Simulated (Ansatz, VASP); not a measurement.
## Two plane-wave programs on CdS

```
Cd S
1.0
     0.00000    2.68262    2.68262
     2.68262    0.00000    2.68262
     2.68262    2.68262    0.00000
Cd S
1 1
Cartesian
  0.0000 0.0000 0.0000
  2.6826 2.6826 2.6826
```

Alike in both runs: task single point; functional LDA; k mesh 6 × 6 × 6; occupations fermi-dirac, width 0.05 eV; no spin polarisation.

|  | VASP | Ansatz |
| --- | --- | --- |
| version | VASP 6.6.1 | Ansatz 0.2.0 |
| potentials or method | VASP PAW LDA potentials, release 64 (Cd, S), cutoff 500 eV | plane waves, PAW |
| valence electrons in the cell | 18 | 26 |

Ansatz gave:

* pressure (GPa): -1.3

Q: Estimate VASP's values.

A: Pressure (GPa): -0.6.

LDA's correlation is that of Perdew and Zunger in VASP and of Perdew and Wang (1992) in Ansatz. VASP's potentials hold 18 valence electrons a cell and Ansatz's 26, so a difference there can come from the potentials and not from the codes.
